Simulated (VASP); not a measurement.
# Re3F (I4/mmm) in VASP: relaxation of cell and atoms with PBE

Aim: the relaxation of cell and atoms of Re3F with PBE.

Program: VASP 6.6.1. These are calculated values, not measurements. Logs are shortened: lines on timing, memory, paths and dates and some standing lists are left out, and cuts for length are marked.

## (1) The cell of the first run

It takes space group I4/mmm (No. 139, tetragonal). Conventional cell: a = 3.641 Å, b = 3.641 Å, c = 8.133 Å, α = 90.00°, β = 90.00°, γ = 90.00°. Within 3.4 Å of Re (site symmetry 4/mmm) lie 4 F at 2.57 Å and 8 Re at 2.73 Å. Within 3.4 Å of Re (site symmetry -4m2) lie 8 Re at 2.57 to 2.73 Å and 4 F at 2.73 Å. F (site symmetry 4/mmm) has 12 Re at 2.57 to 2.73 Å within 3.4 Å.

## (2) Relaxation of cell and atoms, PBE

Contents of INCAR:

```
  PREC = Accurate
  ENCUT = 600
  EDIFF = 1E-6
  ISMEAR = 0
  SIGMA = 0.1
  LREAL = False
  LASPH = True
  NELM = 100
  ALGO = Normal
  ISIF = 3
  LWAVE = False
  LCHARG = False
  GGA = PE
  IBRION = 2
  NSW = 90
  EDIFFG = -0.04
```

Contents of KPOINTS:

```
regular mesh
0
Gamma
  6 6 6
```

Contents of POSCAR:

```
Re3F
1.0
   -1.8205154859      1.8205154859      4.0666060205
    1.8205154859     -1.8205154859      4.0666060205
    1.8205154859      1.8205154859     -4.0666060205
Re F
3 1
Direct
    0.5000000000      0.5000000000      0.0000000000
    0.2500000000      0.7500000000      0.5000000000
    0.7500000000      0.2500000000      0.5000000000
    0.0000000000      0.0000000000      0.0000000000
```

Potentials or basis: VASP PAW PBE potentials, release 64 (Re, F).

Command:

```
cat potpaw_PBE.64/Re/POTCAR potpaw_PBE.64/F/POTCAR > POTCAR
mpirun -np 1 vasp_std > vasp.out
```

OUTCAR:

```text
PREC = Accurate
   ENCUT = 600
   EDIFF = 1E-6
   ISMEAR = 0
   LREAL = False
   LASPH = True
   NELM = 100
   ISIF = 3
   GGA = PE
   IBRION = 2
   NSW = 90
   EDIFFG = -0.04

 ion  position               nearest neighbor table
   1  0.500  0.500  0.000-   4 2.57   4 2.57   4 2.57   4 2.57   3 2.73   2 2.73   3 2.73   3 2.73
                             2 2.73   2 2.73   3 2.73   2 2.73
   2  0.250  0.750  0.500-   3 2.57   3 2.57   3 2.57   3 2.57   1 2.73   1 2.73   1 2.73   1 2.73

   3  0.750  0.250  0.500-   2 2.57   2 2.57   2 2.57   2 2.57   1 2.73   1 2.73   1 2.73   1 2.73

   4  0.000  0.000  0.000-   1 2.57   1 2.57   1 2.57   1 2.57

  LATTYP: Found a body centered tetragonal cell.
 ALAT       =     3.6410309718
 C/A-ratio  =     2.2337662338

  Lattice vectors:

 A1 = (  -1.8205154859,   1.8205154859,   4.0666060205)
 A2 = (   1.8205154859,  -1.8205154859,   4.0666060205)
 A3 = (   1.8205154859,   1.8205154859,  -4.0666060205)

Analysis of symmetry for initial positions (statically):
=====================================================================
 Subroutine PRICEL returns:
 Original cell was already a primitive cell.

 Routine SETGRP: Setting up the symmetry group for a
 body centered tetragonal supercell.

 Subroutine GETGRP returns: Found 16 space group operations
 (whereof 16 operations were pure point group operations)
 out of a pool of 16 trial point group operations.

The static configuration has the point symmetry D_4h.

Analysis of symmetry for dynamics (positions and initial velocities):
=====================================================================
 Subroutine PRICEL returns:
 Original cell was already a primitive cell.

 Routine SETGRP: Setting up the symmetry group for a
 body centered tetragonal supercell.

 Subroutine GETGRP returns: Found 16 space group operations
 (whereof 16 operations were pure point group operations)
 out of a pool of 16 trial point group operations.

The dynamic configuration has the point symmetry D_4h.

 Subroutine INISYM returns: Found 16 space group operations
 (whereof 16 operations are pure point group operations),
 and found     1 'primitive' translations

----------------------------------------------------------------------------------------

                                     Primitive cell

  volume of cell :      53.9114
[... 116 lines left out ...]
  Thomas-Fermi vector in A             =   2.446081
   LORBIT       =      0    0 simple, 1 ext, 2 COOP (PROOUT), +10 PAW based schemes
   GGA     = PE    functional components
   LHFCALC =     F    Hartree Fock is set to
   AEXX    =    0.0000 exact exchange contribution
   IVDW    =     0    specifies the selected vdW correction
   LEPSILON=     F    determine dielectric tensor
   LRPA    =     F    only Hartree local field effects (RPA)
 conjugate gradient relaxation of ions
 non-spin polarized calculation
 Gauss-broadening in eV      SIGMA  =   0.10
  energy-cutoff  :      600.00
  volume of cell :       53.91
 maximum number of plane-waves:      1814
 NGX is ok and might be reduce to    40
   NGX = 19   NGY = 19   NGZ = 19

--------------------------------------- Ionic step        1  -------------------------------------------

 number of electron      28.0000004 magnetization

 Free energy of the ion-electron system (eV)
  ---------------------------------------------------
  ext. energy  EPLUGINS =         0.00000000
  ---------------------------------------------------
  free energy    TOTEN  =       -35.85371478 eV

  energy without entropy =      -35.83218815  energy(sigma->0) =      -35.84295146

------------------------ aborting loop because EDIFF is reached ----------------------------------------

  FORCE on cell =-STRESS in cart. coord.  units (eV):
  Direction    XX          YY          ZZ          XY          YZ          ZX
  --------------------------------------------------------------------------------------
  -------------------------------------------------------------------------------------
  Total        5.2913379      5.2913379      4.7326849      0.0000000     -0.0000000      0.0000000
  in kB      157.2516589    157.2516589    140.6492199      0.0000000     -0.0000000      0.0000000
  external PRESSURE =     151.7175126 kB  Pullay stress =       0.0000000 kB
[... 95 lines left out ...]
  FREE ENERGIE OF THE ION-ELECTRON SYSTEM (eV)
  ---------------------------------------------------
  free  energy   TOTEN  =       -35.9811638270 eV

  energy  without entropy=      -35.9586499520  energy(sigma->0) =      -35.96990689

[... ionic steps 4 to 19 ...]

--------------------------------------- Ionic step       20  -------------------------------------------

 number of electron      28.0000003 magnetization

------------------------ aborting loop because EDIFF is reached ----------------------------------------
[... 71 lines left out ...]
--------------------------------------- Ionic step       22  -------------------------------------------

 number of electron      28.0000003 magnetization

 Free energy of the ion-electron system (eV)
  ---------------------------------------------------
  ext. energy  EPLUGINS =         0.00000000
  ---------------------------------------------------
  free energy    TOTEN  =       -37.49645241 eV

  energy without entropy =      -37.46901945  energy(sigma->0) =      -37.48273593

 E-fermi :   6.5424     XC(G=0): -12.9523

 val. band max:        6.5225180278   @ k =  -0.3333  -0.3333   0.1667
 cond. band min:       6.5778128380   @ k =   0.5000   0.1667   0.0000
 fundamental gap:      0.0552948102
 Fermi energy:         6.5423797208

 k-point     1 :       0.0000    0.0000    0.0000
  band No.  band energies     occupation
      1     -17.1495      2.00000
      2      -1.0157      2.00000
      3       0.1285      2.00000
      4       0.1352      2.00000
      5       0.1352      2.00000
      6       1.5246      2.00000
[... 481 lines left out ...]
      5       2.0718      2.00000
      6       2.4457      2.00000
[... 10 lines left out ...]
     17       8.2790      0.00000
     18       8.8660      0.00000

 [... further k-points ...]

------------------------ aborting loop because EDIFF is reached ----------------------------------------

  FORCE on cell =-STRESS in cart. coord.  units (eV):
  Direction    XX          YY          ZZ          XY          YZ          ZX
  --------------------------------------------------------------------------------------
  -------------------------------------------------------------------------------------
  Total       -0.0035587     -0.0035587      0.1331063      0.0000000     -0.0000000      0.0000000
  in kB       -0.1015323     -0.1015323      3.7976129      0.0000000     -0.0000000      0.0000000
  external PRESSURE =       1.1981828 kB  Pullay stress =       0.0000000 kB
[... 19 lines left out ...]
  FREE ENERGIE OF THE ION-ELECTRON SYSTEM (eV)
  ---------------------------------------------------
  free  energy   TOTEN  =       -37.4964524077 eV

  energy  without entropy=      -37.4690194515  energy(sigma->0) =      -37.48273593

 reached required accuracy - stopping structural energy minimisation
```

OSZICAR:

```text
N       E                     dE             d eps       ncg     rms          rms(c)
DAV:   1     0.148614731561E+03    0.14861E+03   -0.14427E+04  2058   0.213E+03
DAV:   2    -0.147391049296E+02   -0.16335E+03   -0.15823E+03  2050   0.518E+02
DAV:   3    -0.351221524074E+02   -0.20383E+02   -0.18047E+02  2008   0.298E+02
DAV:   4    -0.377560444479E+02   -0.26339E+01   -0.24056E+01  1850   0.793E+01
[... 221 lines left out ...]
DAV:   1    -0.374966215094E+02   -0.51408E-03   -0.37736E-02  1622   0.531E+00    0.110E-01
DAV:   2    -0.374965092456E+02    0.11226E-03   -0.80487E-04  2072   0.404E-01    0.598E-02
DAV:   3    -0.374964527937E+02    0.56452E-04   -0.11869E-04  1894   0.121E-01    0.939E-03
DAV:   4    -0.374964524473E+02    0.34636E-06   -0.12241E-05  1798   0.509E-02    0.365E-03
DAV:   5    -0.374964524077E+02    0.39559E-07   -0.30927E-07   868   0.176E-02
  22 F= -.37496452E+02 E0= -.37482736E+02  d E =-.716037E-03
```

Run time: 15 min. Hardware: 1 thread of Intel Xeon Platinum 8488C (Sapphire Rapids), shared host; peak memory 0.26 GiB.

What came out:

```
Free energy                            : -37.4965 eV
Relaxed volume                         : 14.04 Å³/atom
Relaxed cell                           : a = 4.300 Å, b = 4.300 Å, c = 4.300 Å, α = 120.06°, β = 120.06°, γ = 89.90°
Space group after relaxing (to 0.05 Å) : Fm-3m (No. 225)
Energy gained by relaxing              : 410.7 meV/atom
Ionic steps                            : 22
Pressure after relaxing                : 0.1 GPa
Band gap on the k mesh                 : zero (band 14 reaches 8.39 eV, above the bottom of band 15 at 5.66 eV)
```

The path:
```
step  energy change (eV)  largest force (eV/Å)  pressure (GPa)  volume (Å³)
   1              0.0000                0.0000           15.17        53.91
   2              0.5668                0.0000          -25.44        64.49
   3             -0.1274                0.0000           -0.67        56.87
   4             -0.1277                0.0000           -0.10        56.75
   5             -0.1277                0.0000            0.16        56.69
   6             -0.1313                0.0000            0.15        56.69
   7             -0.1489                0.0000            0.21        56.70
   8             -0.2147                0.0000            0.69        56.67
   9             -0.4918                0.0000            2.19        56.40
  10             -1.3073                0.0000            7.41        55.03
  11              0.9088                0.0000           62.11        48.55
  12             -1.4634                0.0000           17.82        53.13
  13             -1.5269                0.0000           14.86        53.58
  14             -1.5130                0.0000           15.74        53.44
  15             -1.5490                0.0000           13.20        53.84
  16             -1.6211                0.0000            6.01        55.05
  17             -1.6148                0.0000           -6.40        57.52
  18             -1.6420                0.0000           -0.18        56.21
  19             -1.6420                0.0000            0.07        56.16
  20             -1.6421                0.0000            0.11        56.16
  21             -1.6424                0.0000            0.11        56.16
  22             -1.6427                0.0000            0.12        56.16
```

Final structure:
```cif
data_structure
_symmetry_space_group_name_H-M 'P 1'
_symmetry_Int_Tables_number 1
_cell_length_a 4.2996
_cell_length_b 4.2996
_cell_length_c 4.2996
_cell_angle_alpha 120.058
_cell_angle_beta 120.058
_cell_angle_gamma 89.899
_cell_volume 56.16
loop_
_atom_site_label
_atom_site_type_symbol
_atom_site_fract_x
_atom_site_fract_y
_atom_site_fract_z
_atom_site_occupancy
Re1 Re 0.50000 0.50000 0.00000 1
Re2 Re 0.25000 0.75000 0.50000 1
Re3 Re 0.75000 0.25000 0.50000 1
F1 F 0.00000 0.00000 0.00000 1
```

Caveat: the k points lie up to 0.34 Å⁻¹ apart in the final cell; spin-orbit coupling is left out, which moves the levels of the heavy elements.
